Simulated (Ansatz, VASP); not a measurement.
Two plane-wave programs on Al2Au

```
Al Au
1.0
     0.00855    3.17136    3.19833
     3.15879    0.06000    3.14688
     3.15024    3.11136    0.06855
Al Au
2 1
Direct
  0.23873 0.26051 0.27121
  0.76737 0.71453 0.71949
  0.99390 0.02496 0.00930
```

Change from the starting cell: all atoms moved at random, cell strained at random.

Alike in both runs: task single point; functional PBE; k mesh 10 × 10 × 10; occupations gaussian, width 0.1 eV; no spin polarisation.

|  | VASP | Ansatz |
| --- | --- | --- |
| version | VASP 6.6.1 | Ansatz 0.2.0 |
| potentials or method | VASP PAW PBE potentials, release 64 (Al, Au), cutoff 520 eV | scalar-relativistic, plane waves, PAW |
| valence electrons in the cell | 17 | 25 |

Ansatz gave:

```
gap on the k mesh at the Fermi level (eV)                     : none
pressure (GPa)                                                : -5.2
traceless stress, the component that is largest in VASP (GPa) : -5.21
rms of the force components (eV/Å)                            : 0.524
```

What did VASP give for the same quantities?

gap on the k mesh at the Fermi level (eV): none; pressure (GPa): -5.4; traceless stress, the component that is largest in VASP (GPa): -5.18; rms of the force components (eV/Å): 0.522.

Atom by atom the forces differ by 0.002 eV/Å (rms over components). A gap of «none» marks a metal or a gap that the smearing closes. VASP's potentials hold 17 valence electrons a cell and Ansatz's 25, so a difference there can come from the potentials and not from the codes.

Neither program's run includes spin-orbit coupling.
